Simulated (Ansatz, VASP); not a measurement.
**NaCl: VASP beside Ansatz**

```
Na Cl
1.0
     0.00000    2.78891    2.78891
     2.78891    0.00000    2.78891
     2.78891    2.78891    0.00000
Na Cl
1 1
Direct
  0.00000 0.00000 0.00000
  0.50000 0.50000 0.50000
```

Alike in both runs: functional PBE; dispersion D3(BJ); k mesh 8 × 8 × 8; occupations gaussian, width 0.02 eV; no spin polarisation.

Ansatz relaxed the structure, and its values are those at the end. VASP's run is a single point on that final structure, the one shown.

|  | VASP | Ansatz |
| --- | --- | --- |
| version | VASP 6.6.1 | Ansatz 0.2.0 |
| potentials or method | VASP PAW PBE potentials, release 64 (Na_pv, Cl), cutoff 520 eV | scalar-relativistic, plane waves, PAW |
| valence electrons in the cell | 14 | 16 |

```csv
,VASP,Ansatz,Ansatz less VASP
gap on the k mesh at the Fermi level (eV),5.24,5.24,0.000
least direct gap on the mesh (eV),5.24,5.24,0.000
pressure (GPa),0.0,0.0,+0.03
```

VASP's potentials hold 14 valence electrons a cell and Ansatz's 16, so a difference there can come from the potentials and not from the codes.
